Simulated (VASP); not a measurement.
Input of a VASP 6.6.1 run:

POSCAR

```
In2Au
1.0
    0.0000000000      3.2510000000      3.2510000000
    3.2510000000      0.0000000000      3.2510000000
    3.2510000000      3.2510000000      0.0000000000
In Au
2 1
Direct
    0.2500000000      0.2500000000      0.2500000000
    0.7500000000      0.7500000000      0.7500000000
    0.0000000000      0.0000000000      0.0000000000
```

File INCAR.step1:

```
SYSTEM = In2Au
PREC = Accurate
ENCUT = 600
ISMEAR = -1
SIGMA = 0.1
LREAL = .False.
LASPH = .True.
NELM = 60
GGA = PE
ALGO = Normal
EDIFF = 1E-4
LWAVE = .True.
LCHARG = .False.
```

Contents of INCAR.step2:

```
SYSTEM = In2Au
PREC = Accurate
ENCUT = 600
EDIFF = 1E-6
ISMEAR = -1
SIGMA = 0.1
LREAL = .False.
LASPH = .True.
NELM = 60
ALGO = Normal
ISIF = 3
LWAVE = .False.
LCHARG = .False.
METAGGA = R2SCAN
LMIXTAU = .True.
IBRION = 2
NSW = 80
EDIFFG = -0.01
ISTART = 1
```

File KPOINTS:

```
regular mesh
0
Gamma
  8 8 8
  0 0 0
```

Potentials or basis: VASP PAW PBE potentials, release 64 (In_d, Au).

Command:

```sh
$ cat potpaw_PBE.64/In_d/POTCAR potpaw_PBE.64/Au/POTCAR > POTCAR
$ cp INCAR.step1 INCAR
$ mpirun -np 1 vasp_std > vasp.out
$ cp INCAR.step2 INCAR
$ mpirun -np 1 vasp_std > vasp.out
```

Predict the space group after relaxing (to 0.05 Å).

Fm-3m (No. 225).

Predict the relaxed cell.

a = 4.651 Å, b = 4.651 Å, c = 4.651 Å, α = 60.00°, β = 60.00°, γ = 60.00°.

Final structure:
```
In Au
1.0
     0.00000    3.28874    3.28874
     3.28874    0.00000    3.28874
     3.28874    3.28874    0.00000
In Au
2 1
Direct
  0.25000 0.25000 0.25000
  0.75000 0.75000 0.75000
  0.00000 0.00000 0.00000
```

 Zero-point motion and thermal expansion aren't in these numbers.
